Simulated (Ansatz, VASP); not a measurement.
**MnO2: VASP beside Ansatz**

```
Mn O
1.0
     0.00000    4.01999    4.01999
     4.01999    0.00000    4.01999
     4.01999    4.01999    0.00000
Mn O
4 8
Cartesian
  1.0050 1.0050 1.0050
  3.0150 3.0150 1.0050
  1.0050 3.0150 3.0150
  3.0150 1.0050 3.0150
  2.9021 2.9021 2.9021
  5.1379 5.1379 2.9021
  2.9021 5.1379 5.1379
  5.1379 2.9021 5.1379
  4.9121 4.9121 7.1479
  7.1479 7.1479 7.1479
  4.9121 7.1479 4.9121
  7.1479 4.9121 4.9121
```

Alike in both runs: task single point; functional PBEsol; k mesh 5 × 5 × 5; occupations fermi-dirac, width 0.05 eV; collinear spin; fixed moment 24 μB.

|  | VASP | Ansatz |
| --- | --- | --- |
| version | VASP 6.6.1 | Ansatz 0.2.0 |
| potentials or method | VASP PAW PBE potentials, release 64 (Mn_pv, O) | Ansatz PAW |
| plane-wave cutoff (eV) | 520 | 420 |
| valence electrons in the cell | 100 | 108 |

Ansatz gave:

```
rms of the force components (eV/Å)                            : 1.088
net moment per atom (μB)                                      : 2.00
size of the moment on the site where the two differ most (μB) : 3.46
```

Estimate VASP's values.

rms of the force components (eV/Å): 1.136; net moment per atom (μB): 2.00; size of the moment on the site where the two differ most (μB): 3.96.

VASP's potentials were made for PBE, not for PBEsol. Site moments also hang on the region over which each program counts them. Atom by atom the forces differ by 0.048 eV/Å (rms over components). VASP's potentials hold 100 valence electrons a cell and Ansatz's 108, so a difference there can come from the potentials and not from the codes.
